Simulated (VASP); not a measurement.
# Al2O in VASP: single point with PBE

Aim: the single point of Al2O with PBE.

Program: VASP 6.6.1. These are calculated values, not measurements. Logs are shortened: lines on timing, memory, paths and dates and some standing lists are left out, and cuts for length are marked.

### Step 1. The cell of the first run

The cell holds a slab with vacuum, 9 atoms: a = 4.024 Å, b = 4.024 Å, c = 41.873 Å, α = 90.00°, β = 90.00°, γ = 60.00°.

### Step 2. Single point, PBE

INCAR

```
ALGO = Normal
DIPOL = 0.5 0.5 0.278
EDIFF = 1E-6
ENCUT = 520
GGA = PE
GGA_COMPAT = False
IDIPOL = 3
ISIF = 2
ISMEAR = 1
LASPH = True
LCHARG = False
LDIPOL = True
LREAL = False
LWAVE = False
NBANDS = 28
NELM = 120
NELMDL = -8
PREC = Accurate
SIGMA = 0.1
```

KPOINTS

```
k-points
0
Gamma
  5 5 1
```

POSCAR

```
Al2O
1.0
    4.0244416766      0.0000000000      0.0000000000
    2.0122208383      3.4852687280      0.0000000000
    0.0000000000      0.0000000000     41.8726857799
Al O
6 3
Direct
    0.3333333333      0.3333333333      0.1867920715
    0.0000000000      1.0000000000      0.2260293787
    0.6666666667      0.6666666667      0.2652666859
    0.3333333333      0.3333333333      0.3306552070
    1.0000000000      0.0000000000      0.3699619210
    0.6666666667      0.6666666667      0.4030765978
    0.0000000000      0.0000000000      0.1671734179
    0.3333333333      0.3333333333      0.2456480323
    0.6666666667      0.6666666667      0.3063184312
```

Potentials or basis: VASP PAW PBE potentials, release 64 (Al, O).

Launch:

```sh
$ cat potpaw_PBE.64/Al/POTCAR potpaw_PBE.64/O/POTCAR > POTCAR
$ mpirun -np 1 vasp_std > vasp.out
```

OUTCAR:

```text
EDIFF = 1E-6
   ENCUT = 520
   GGA = PE
   ISIF = 2
   ISMEAR = 1
   LASPH = True
   LREAL = False
   NELM = 120
   NELMDL = -8
   PREC = Accurate

 ion  position               nearest neighbor table
   1  0.333  0.333  0.187-   7 2.46   7 2.46   7 2.46   8 2.46   2 2.85   2 2.85   2 2.85
   2  0.000  0.000  0.226-   8 2.46   8 2.46   8 2.46   7 2.46   1 2.85   3 2.85   1 2.85   3 2.85
                             1 2.85   3 2.85
   3  0.667  0.667  0.265-   9 1.72   8 2.46   8 2.46   8 2.46   2 2.85   2 2.85   2 2.85
   4  0.333  0.333  0.331-   9 2.54   9 2.54   9 2.54   5 2.85   5 2.85   5 2.85
   5  0.000  0.000  0.370-   6 2.71   6 2.71   6 2.71   4 2.85   4 2.85   4 2.85
   6  0.667  0.667  0.403-   5 2.71   5 2.71   5 2.71
   7  0.000  0.000  0.167-   1 2.46   1 2.46   1 2.46   2 2.46
   8  0.333  0.333  0.246-   2 2.46   3 2.46   3 2.46   2 2.46   2 2.46   3 2.46   1 2.46
   9  0.667  0.667  0.306-   3 1.72   4 2.54   4 2.54   4 2.54

  LATTYP: Found a hexagonal cell.
 ALAT       =     4.0244416766
 C/A-ratio  =    10.4045950084

  Lattice vectors:

 A1 = (  -2.0122208383,  -3.4852687280,   0.0000000000)
 A2 = (   4.0244416766,   0.0000000000,   0.0000000000)
 A3 = (   0.0000000000,   0.0000000000,  41.8726857799)

Analysis of symmetry for initial positions (statically):
=====================================================================
 Subroutine PRICEL returns:
 Original cell was already a primitive cell.

 Routine SETGRP: Setting up the symmetry group for a
 hexagonal supercell.

 Subroutine GETGRP returns: Found  6 space group operations
 (whereof  6 operations were pure point group operations)
 out of a pool of 24 trial point group operations.

The static configuration has the point symmetry C_3v.

Analysis of symmetry for dynamics (positions and initial velocities):
=====================================================================
 Subroutine PRICEL returns:
 Original cell was already a primitive cell.

 Routine SETGRP: Setting up the symmetry group for a
 hexagonal supercell.

 Subroutine GETGRP returns: Found  6 space group operations
 (whereof  6 operations were pure point group operations)
 out of a pool of 24 trial point group operations.

The dynamic configuration has the point symmetry C_3v.

 Subroutine INISYM returns: Found  6 space group operations
 (whereof  6 operations are pure point group operations),
 and found     1 'primitive' translations

----------------------------------------------------------------------------------------
[... 103 lines left out ...]
   EFERMI_NEDOS =   21; number of points for ismear=-14 and -15
   IALGO  =     38    algorithm
   IMIX   =      4    mixing-type and parameters
     AMIX     =   0.40;   BMIX     =  1.00
     AMIX_MAG =   1.60;   BMIX_MAG =  1.00
  volume/ion in A,a.u.               =      65.26       440.38
  Fermi-wavevector in a.u.,A,eV,Ry     =   0.645483  1.219786  5.668843  0.416648
  Thomas-Fermi vector in A             =   1.713153
   LORBIT       =      0    0 simple, 1 ext, 2 COOP (PROOUT), +10 PAW based schemes
   GGA     = PE    functional components
   LHFCALC =     F    Hartree Fock is set to
   AEXX    =    0.0000 exact exchange contribution
   IVDW    =     0    specifies the selected vdW correction
   LEPSILON=     F    determine dielectric tensor
   LRPA    =     F    only Hartree local field effects (RPA)
 non-spin polarized calculation
 Methfessel and Paxton  Order N= 1 SIGMA  =   0.10
  energy-cutoff  :      520.00
  volume of cell :      587.32
 maximum number of plane-waves:     15903
 NGX is ok and might be reduce to    30
   NGX = 15   NGY = 15   NGZ =155

 dipolmoment           0.000000      0.000000      0.677813 electrons x Angstroem

 number of electron      36.0000005 magnetization

 dipolmoment           0.000000      0.000000     -0.124631 electrons x Angstroem

 Free energy of the ion-electron system (eV)
  ---------------------------------------------------
  ext. energy  EPLUGINS =         0.00000000
  ---------------------------------------------------
  free energy    TOTEN  =       -38.67955229 eV

  energy without entropy =      -38.66610981  energy(sigma->0) =      -38.67507146

 E-fermi :  -2.3035     XC(G=0):  -2.9175

 val. band max:       -2.3168873244   @ k =   0.4000   0.2000   0.0000
 cond. band min:      -2.2875592538   @ k =   0.2000   0.0000   0.0000
 fundamental gap:      0.0293280706
 Fermi energy:        -2.3035485001

 k-point     1 :       0.0000    0.0000    0.0000
  band No.  band energies     occupation
      1     -21.2259      2.00000
      2     -20.8039      2.00000
      3     -19.6110      2.00000
      4     -10.2767      2.00000
      5      -9.5325      2.00000
      6      -8.2889      2.00000
[... 144 lines left out ...]
     27       1.8960      0.00000
     28       2.2286      0.00000

------------------------ aborting loop because EDIFF is reached ----------------------------------------

 vacuum level on the upper side and lower side of the slab       (xc-potential included)        -0.803         0.782

  FORCE on cell =-STRESS in cart. coord.  units (eV):
  Direction    XX          YY          ZZ          XY          YZ          ZX
  --------------------------------------------------------------------------------------
  -------------------------------------------------------------------------------------
  Total      -11.8056251    -11.8056251     -5.1672281      0.0000000      0.0000000     -0.0000000
  in kB      -32.2052624    -32.2052624    -14.0959869      0.0000000      0.0000000     -0.0000000
  external PRESSURE =     -26.1688373 kB  Pullay stress =       0.0000000 kB

 VOLUME and BASIS-vectors are now :
 -----------------------------------------------------------------------------
  energy-cutoff  :      520.00
  volume of cell :      587.32
      direct lattice vectors                 reciprocal lattice vectors
     4.024441677  0.000000000  0.000000000     0.248481673 -0.143460961  0.000000000
     2.012220838  3.485268728  0.000000000     0.000000000  0.286921921  0.000000000
     0.000000000  0.000000000 41.872685780     0.000000000  0.000000000  0.023881917

 POSITION                                       TOTAL-FORCE (eV/Angst)
 -----------------------------------------------------------------------------------
      2.01222      1.16176      7.82149         0.000000     -0.000000     -1.881430
      0.00000      0.00000      9.46446        -0.000000     -0.000000     -0.813822
      4.02444      2.32351     11.10743        -0.000000      0.000000     -1.018264
      2.01222      1.16176     13.84542        -0.000000     -0.000000     -0.001230
      0.00000      0.00000     15.49130         0.000000     -0.000000      0.007987
      4.02444      2.32351     16.87790        -0.000000      0.000000     -0.014103
      0.00000      0.00000      7.00000        -0.000000     -0.000000      2.936642
      2.01222      1.16176     10.28594         0.000000     -0.000000      0.730357
      4.02444      2.32351     12.82638        -0.000000      0.000000      0.053863
 -----------------------------------------------------------------------------------
    total drift:                               -0.000000     -0.000000      0.000179

  FREE ENERGIE OF THE ION-ELECTRON SYSTEM (eV)
  ---------------------------------------------------
  free  energy   TOTEN  =       -38.6795522883 eV

  energy  without entropy=      -38.6661098140  energy(sigma->0) =      -38.67507146

 vacuum level on the upper side and lower side of the slab         1.809         3.414
```

OSZICAR:

```text
N       E                     dE             d eps       ncg     rms          rms(c)
DAV:   1     0.261047566022E+03    0.26105E+03   -0.11303E+04   288   0.899E+02
DAV:   2     0.221673950852E+02   -0.23888E+03   -0.22869E+03   416   0.182E+02
DAV:   3    -0.422275173321E+02   -0.64395E+02   -0.62372E+02   400   0.946E+01
[... 26 lines left out ...]
DAV:  30    -0.386795414337E+02   -0.14716E-04   -0.49404E-07   216   0.215E-03    0.726E-04
DAV:  31    -0.386795469622E+02   -0.55285E-05   -0.25423E-07   244   0.117E-03    0.304E-04
DAV:  32    -0.386795498686E+02   -0.29063E-05   -0.63978E-08   208   0.701E-04    0.518E-04
DAV:  33    -0.386795515858E+02   -0.17172E-05   -0.62714E-08   220   0.576E-04    0.780E-05
DAV:  34    -0.386795522883E+02   -0.70253E-06   -0.18915E-08   216   0.324E-04
   1 F= -.38679552E+02 E0= -.38675071E+02  d E =-.134425E-01
```

stdout:

```text
POSCAR found type information on POSCAR AlO
 POSCAR found :  2 types and       9 ions
 scaLAPACK will be used
 LDA part: xc-table for (Slater+PW92), standard interpolation
 POSCAR, INCAR and KPOINTS ok, starting setup
 FFT: planning ... GRIDC
 FFT: planning ... GRID_SOFT
 FFT: planning ... GRID
 WAVECAR not read
 entering main loop
```

Wall time 2.5 min (1 thread of AMD EPYC 9R45 (Zen 5), shared host); peak memory 0.58 GiB.

What came out:

- Free energy: -38.6796 eV
- Largest force: 2.937 eV/Å
- Band gap on the k mesh: zero (bands 18 and 19 overlap by 1.81 eV)

Forces on the atoms (eV/Å):
```
Al   0.000  0.000 -1.881
Al   0.000  0.000 -0.814
Al   0.000  0.000 -1.018
Al   0.000  0.000 -0.001
Al   0.000  0.000  0.008
Al   0.000  0.000 -0.014
O    0.000  0.000  2.937
O    0.000  0.000  0.730
O    0.000  0.000  0.054
```

Caveat: the k points lie up to 0.36 Å⁻¹ apart, too coarse for converged energies and pressures of a metal.

The gap in the log of VASP goes by the Fermi energy; the results here count the filled bands.